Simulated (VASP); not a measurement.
K, 1 atom in the cell. The structure is hexagonal, space group P6/mmm (No. 191). The conventional cell has a = 4.581 Å, b = 4.581 Å, c = 4.280 Å, α = 90.00°, β = 90.00°, γ = 120.00°. K (site symmetry 6/mmm) has 8 K at 4.28 to 4.58 Å within 5.6 Å. 

```yaml
Program: VASP 6.6.1
Task: relaxation of cell and atoms
Functional: PBE
Potentials_or_basis: VASP PAW PBE potentials, release 64 (K_sv)
Cutoff: 600 eV
k_mesh: 15 × 15 × 14
Occupations: gaussian, width 0.1 eV
Spin: no spin polarisation
Dipole_correction: no
Further_INCAR_settings: ALGO = Normal; EDIFF = 1e-07; IBRION = 2; EDIFFG = -0.01; NSW = 100; ISIF = 3
```

Potentials or basis: VASP PAW PBE potentials, release 64 (K_sv).

Launch:

```sh
$ cat potpaw_PBE.64/K_sv/POTCAR > POTCAR
$ mpirun -np 1 vasp_std > vasp.out
```

Hardware: 1 thread of Intel(R) Xeon(R) 6975P-C (Granite Rapids) (shared host).

Question: How long does it take, and how much memory?

Answer: It took 110 s on 1 thread of Intel(R) Xeon(R) 6975P-C (Granite Rapids), on a shared host, peak memory 0.35 GiB. Counts: scf iterations 30, k points 216, ion steps 3.
